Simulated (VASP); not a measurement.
Here is a VASP 6.6.1 calculation.

Contents of INCAR:

```
  PREC = Accurate
  ENCUT = 520
  EDIFF = 1E-8
  ISMEAR = -1
  SIGMA = 0.02
  LREAL = False
  LASPH = True
  NELM = 100
  ALGO = Normal
  ISIF = 2
  LWAVE = False
  LCHARG = False
  GGA = PS
  LEFG = True
  NBANDS = 32
```

Contents of KPOINTS:

```
regular mesh
0
Gamma
  4 4 4
```

POSCAR

```
Bi2Se3
1.0
    2.0715000000      1.1959810826      9.5453333333
   -2.0715000000      1.1959810826      9.5453333333
    0.0000000000     -2.3919621653      9.5453333333
Bi Se
2 3
Direct
    0.4008000000      0.4008000000      0.4008000000
    0.5992000000      0.5992000000      0.5992000000
    0.0000000000      0.0000000000      0.0000000000
    0.2117000000      0.2117000000      0.2117000000
    0.7883000000      0.7883000000      0.7883000000
```

Potentials or basis: VASP PAW PBE potentials, release 64 (Bi_d, Se).

Launch:

```sh
$ cat potpaw_PBE.64/Bi_d/POTCAR potpaw_PBE.64/Se/POTCAR > POTCAR
$ mpirun -np 1 vasp_std > vasp.out
```

Estimate the band gap on the k mesh.

0.15 eV, direct.

What does it give for the largest force?

0.196 eV/Å.

Electric field gradients, principal values (V/Å²):
| atom | least | middle | greatest (by size) |
| --- | --- | --- | --- |
| 1 Bi | 2.717 | 2.717 | -5.433 |
| 2 Bi | 2.717 | 2.717 | -5.433 |
| 3 Se | -45.646 | -45.646 | 91.292 |
| 4 Se | 6.550 | 6.550 | -13.100 |
| 5 Se | 6.550 | 6.550 | -13.100 |

Caveat: the k points lie up to 0.44 Å⁻¹ apart; without QUAD_EFG the Cq values of the log hold for a quadrupole moment of 1 mb, not for the nuclei; the PAW data sets were made with another functional, which shifts forces and pressure a little; spin-orbit coupling is left out, which moves the levels of the heavy elements. A k mesh can miss the band edges.
